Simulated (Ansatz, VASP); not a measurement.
**Pb in VASP and in Ansatz**

```
CELL_PARAMETERS angstrom
3.56700 0.00000 0.00000
-1.78350 3.08911 0.00000
0.00000 0.00000 5.31050
ATOMIC_POSITIONS crystal
Pb 0.33333 0.66667 0.25000
Pb 0.66667 0.33333 0.75000
```

Change from the starting cell: strain +0.025 along x and y, -0.050 along z, atoms carried along.

Alike in both runs: task single point; functional r2SCAN; k mesh 18 × 18 × 10; occupations gaussian, width 0.15 eV; no spin polarisation.

|  | VASP | Ansatz |
| --- | --- | --- |
| version | VASP 6.6.1 | Ansatz 0.2.0 |
| potentials or method | VASP PAW PBE potentials, release 64 (Pb_d), cutoff 520 eV | scalar-relativistic, plane waves, PAW |
| valence electrons in the cell | 28 | 28 |

|  | VASP | Ansatz | Ansatz less VASP |
| --- | --- | --- | --- |
| gap on the k mesh at the Fermi level (eV) | none | none | - |
| pressure (GPa) | 3.3 | 3.3 | -0.02 |
| traceless stress, the component that is largest in VASP (GPa) | 2.71 | 2.70 | -0.009 |

VASP's potentials were made for PBE, not for r2SCAN. A gap of «none» marks a metal or a gap that the smearing closes.

Neither program's run includes spin-orbit coupling.
